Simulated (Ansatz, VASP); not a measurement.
**Two plane-wave programs on FeCuSO**

```
Cu S Fe O
1.0
     3.78639    0.00000    0.00000
     0.00000    3.78639    0.00000
     0.00000    0.00000    8.56467
Cu S Fe O
2 2 2 2
Direct
  0.75000 0.25000 0.50000
  0.25000 0.75000 0.50000
  0.25000 0.25000 0.34420
  0.75000 0.75000 0.65580
  0.25000 0.75000 0.00000
  0.75000 0.25000 0.00000
  0.25000 0.25000 0.92560
  0.75000 0.75000 0.07440
```

Alike in both runs: task single point; functional PBE; dispersion D3(BJ); k mesh 5 × 5 × 2; no spin polarisation.

|  | VASP | Ansatz |
| --- | --- | --- |
| version | VASP 6.6.1 | Ansatz 0.2.0 |
| potentials or method | VASP PAW PBE potentials, release 64 (Cu, S, Fe, O), cutoff 520 eV | PAW plane waves |
| occupations | fermi-dirac, width 0.1 eV | fermi-dirac |
| valence electrons in the cell | 62 | 94 |

Ansatz gave:

```
gap on the k mesh at the Fermi level (eV)                     : none
pressure (GPa)                                                : -10.9
traceless stress, the component that is largest in VASP (GPa) : 5.11
rms of the force components (eV/Å)                            : 0.238
```

Q: Which values does VASP return?

A: gap on the k mesh at the Fermi level (eV): none; pressure (GPa): -10.5; traceless stress, the component that is largest in VASP (GPa): 4.79; rms of the force components (eV/Å): 0.224.

Atom by atom the forces differ by 0.015 eV/Å (rms over components). A gap of «none» marks a metal or a gap that the smearing closes. VASP's potentials hold 62 valence electrons a cell and Ansatz's 94, so a difference there can come from the potentials and not from the codes.

The k mesh is coarse, so the values compare programs but aren't converged.
